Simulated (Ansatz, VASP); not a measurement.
**Two plane-wave programs on Pb**

```
Pb
1.0
     3.45854    0.00000    0.00000
    -1.72927    2.99518    0.00000
     0.00000    0.00000   11.16717
Pb
4
Direct
  0.00000 0.00000 0.00000
  0.00000 0.00000 0.50000
  0.33333 0.66667 0.25000
  0.66667 0.33333 0.75000
```

Alike in both runs: task single point; functional revPBE; k mesh 11 × 11 × 3; occupations fermi-dirac, width 0.1 eV; no spin polarisation.

|  | VASP | Ansatz |
| --- | --- | --- |
| version | VASP 6.6.1 | Ansatz 0.2.0 |
| potentials or method | VASP PAW PBE potentials, release 64 (Pb_d), cutoff 520 eV | plane waves (420 eV) with PAW, scalar-relativistic |
| valence electrons in the cell | 56 | 56 |

Ansatz gave:

- pressure (GPa): 6.1
- traceless stress, the component that is largest in VASP (GPa): 0.57

Q: Estimate VASP's values.

A: Pressure (GPa): 6.0; traceless stress, the component that is largest in VASP (GPa): 0.56.

VASP's potentials were made for PBE, not for revPBE.

Neither program's run includes spin-orbit coupling.
